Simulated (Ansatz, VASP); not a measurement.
MgO: VASP beside Ansatz

Contents of INCAR:

```
SYSTEM = MgO
PREC = Accurate ; ENCUT = 520
EDIFF = 1E-6 ; ISMEAR = 0
SIGMA = 0.05 ; LREAL = .FALSE.
LASPH = .TRUE. ; NELM = 100
ALGO = Normal ; ISIF = 2
LWAVE = .FALSE. ; LCHARG = .FALSE.
GGA = PS ; NBANDS = 16
```

KPOINTS

```
regular mesh
0
G
  9 9 6
  0 0 0
```

The input POSCAR:

```
MgO
1.0
    3.2457000000      0.0000000000      0.0000000000
   -1.6228500000      2.8108586531      0.0000000000
    0.0000000000      0.0000000000      5.1198000000
Mg O
2 2
Direct
    0.3333333333      0.6666666667      0.0036583380
    0.6666666667      0.3333333333      0.5036583380
    0.3333333333      0.6666666667      0.4009416620
    0.6666666667      0.3333333333      0.9009416620
```

Input for Ansatz:

```yaml
crystal:
  lattice:
    - [3.2457, 0.0, 0.0]
    - [-1.62285, 2.8108586531, 0.0]
    - [0.0, 0.0, 5.1198]
  atoms:
    - { symbol: Mg, position: [0.3333333333, 0.6666666667, 0.003658338] }
    - { symbol: Mg, position: [0.6666666667, 0.3333333333, 0.503658338] }
    - { symbol: O, position: [0.3333333333, 0.6666666667, 0.400941662] }
    - { symbol: O, position: [0.6666666667, 0.3333333333, 0.900941662] }
basis:
  ecutwfc: 520.0
kpoints:
  mp_grid: { grid: [9, 9, 6] }
hamiltonian:
  xc: pbesol
  pseudopotentials: { kind: paw, azcp: { folder: soft_1 } }
scf:
  occupations: { method: gaussian, width: 0.05 }
output:
  forces: true
  stress: true
  eigenvalues: true
  write_density: true
  write_potential: true
  elf: true
  volumetric_format: npy
```

Alike in both runs: task single point; functional PBEsol; k mesh 9 × 9 × 6; occupations gaussian, width 0.05 eV; no spin polarisation.

|  | VASP | Ansatz |
| --- | --- | --- |
| version | VASP 6.6.1 | Ansatz 0.2.0 |
| potentials or method | VASP PAW PBE potentials, release 64 (Mg, O), cutoff 520 eV | scalar-relativistic, plane waves, PAW |
| valence electrons in the cell | 16 | 32 |

|  | VASP | Ansatz | Ansatz less VASP |
| --- | --- | --- | --- |
| gap on the k mesh at the Fermi level (eV) | 3.50 | 3.51 | +0.004 |
| least direct gap on the mesh (eV) | 3.50 | 3.51 | +0.004 |
| pressure (GPa) | 2.3 | 2.6 | +0.26 |
| traceless stress, the component that is largest in VASP (GPa) | -5.17 | -5.10 | +0.066 |
| rms of the force components (eV/Å) | 0.204 | 0.199 | -0.0043 |

VASP's potentials were made for PBE, not for PBEsol, and Ansatz warns of the same on its side. Atom by atom the forces differ by 0.004 eV/Å (rms over components). VASP's potentials hold 16 valence electrons a cell and Ansatz's 32, so a difference there can come from the potentials and not from the codes.
